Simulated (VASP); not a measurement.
Crystal: CsSnI3.

```
Cs Sn I
1.0
     6.20570    0.00000    0.00000
     0.00000    6.20570    0.00000
     0.00000    0.00000    6.20570
Cs Sn I
1 1 3
Direct
  0.00000 0.00000 0.00000
  0.50000 0.50000 0.50000
  0.00000 0.50000 0.50000
  0.50000 0.00000 0.50000
  0.50000 0.50000 0.00000
```

* Program: VASP 6.6.1
* Task: relaxation of cell and atoms
* Functional: PBE
* Potentials or basis: VASP PAW PBE potentials, release 64 (Cs_sv, Sn_d, I)
* Cutoff: 600 eV
* k mesh: 6 × 6 × 6
* Occupations: gaussian, width 0.02 eV
* Spin: no spin polarisation

At the start: pressure 0.7 GPa; volume 47.80 Å³/atom.

Task: How do energy, volume and symmetry change on relaxing?

Result: Over 3 steps the energy falls by 3.7 meV/atom and the volume is 49.70 Å³/atom (+4.0 %); space group Pm-3m (No. 221, to 0.1 Å) before and after.

Step by step:
```csv
step,energy change (eV),largest force (eV/Å),pressure (GPa),volume (Å³)
1,0.0000,0.0000,0.65,238.99
2,-0.0171,0.0000,0.17,245.78
3,-0.0184,0.0000,-0.01,248.48
```

Final structure:
```cif
data_structure
_symmetry_space_group_name_H-M 'P 1'
_symmetry_Int_Tables_number 1
_cell_length_a 6.2868
_cell_length_b 6.2868
_cell_length_c 6.2868
_cell_angle_alpha 90.000
_cell_angle_beta 90.000
_cell_angle_gamma 90.000
_cell_volume 248.48
loop_
_atom_site_label
_atom_site_type_symbol
_atom_site_fract_x
_atom_site_fract_y
_atom_site_fract_z
_atom_site_occupancy
Cs1 Cs 0.00000 0.00000 0.00000 1
Sn1 Sn 0.50000 0.50000 0.50000 1
I1 I 0.00000 0.50000 0.50000 1
I2 I 0.50000 0.00000 0.50000 1
I3 I 0.50000 0.50000 0.00000 1
```
